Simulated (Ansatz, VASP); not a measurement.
## SnO2 in VASP and in Ansatz

```
CELL_PARAMETERS angstrom
-4.73800 -4.73800 3.18650
-4.73800 4.73800 3.18650
-9.47600 0.00000 -6.37300
ATOMIC_POSITIONS crystal
Sn 0.00000 0.00000 0.00000
Sn 0.25000 0.25000 0.75000
Sn 0.50000 0.50000 0.00000
Sn 0.50000 0.50000 0.50000
Sn 0.75000 0.75000 0.25000
Sn 0.75000 0.75000 0.75000
Sn 0.00000 0.00000 0.50000
Sn 0.25000 0.25000 0.25000
Sn 0.75000 0.25000 0.75000
Sn 0.00000 0.50000 0.50000
Sn 0.25000 0.75000 0.75000
Sn 0.25000 0.75000 0.25000
Sn 0.50000 0.00000 0.00000
Sn 0.50000 0.00000 0.50000
Sn 0.75000 0.25000 0.25000
Sn 0.00000 0.50000 0.00000
O 0.76967 0.07677 0.92322
O 0.01968 0.32677 0.67322
O 0.26967 0.57678 0.92322
O 0.26967 0.57678 0.42323
O 0.51967 0.82678 0.17322
O 0.51967 0.82678 0.67322
O 0.76967 0.07677 0.42323
O 0.01968 0.32677 0.17322
O 0.67322 0.48033 0.82678
O 0.92322 0.73033 0.57678
O 0.17322 0.98033 0.82678
O 0.17322 0.98033 0.32677
O 0.42323 0.23033 0.07677
O 0.42323 0.23033 0.57678
O 0.67322 0.48033 0.32677
O 0.92322 0.73033 0.07677
O 0.48033 0.17322 0.82678
O 0.73033 0.42323 0.57678
O 0.98033 0.67322 0.82678
O 0.98033 0.67322 0.32677
O 0.23033 0.92322 0.07677
O 0.23033 0.92322 0.57678
O 0.48033 0.17322 0.32677
O 0.73033 0.42323 0.07677
O 0.82678 0.01968 0.67322
O 0.07677 0.26967 0.42323
O 0.32677 0.51967 0.67322
O 0.32677 0.51967 0.17322
O 0.57678 0.76967 0.92322
O 0.57678 0.76967 0.42323
O 0.82678 0.01968 0.17322
O 0.07677 0.26967 0.92322
```

Alike in both runs: task single point; functional PBE; k mesh 2 × 2 × 1; occupations gaussian, width 0.05 eV; no spin polarisation.

|  | VASP | Ansatz |
| --- | --- | --- |
| version | VASP 6.6.1 | Ansatz 0.2.0 |
| potentials or method | VASP PAW PBE potentials, release 64 (Sn_d, O), cutoff 520 eV | scalar-relativistic, plane waves, PAW |
| valence electrons in the cell | 416 | 416 |

|  | VASP | Ansatz | Ansatz less VASP |
| --- | --- | --- | --- |
| gap on the k mesh at the Fermi level (eV) | 1.27 | 1.28 | +0.010 |
| rms of the force components (eV/Å) | 0.131 | 0.122 | -0.0088 |

Atom by atom the forces differ by 0.009 eV/Å (rms over components). With one functional, cell and mesh, what is left measures potentials, basis and numerics.

The k mesh is coarse, so the values compare programs but aren't converged.
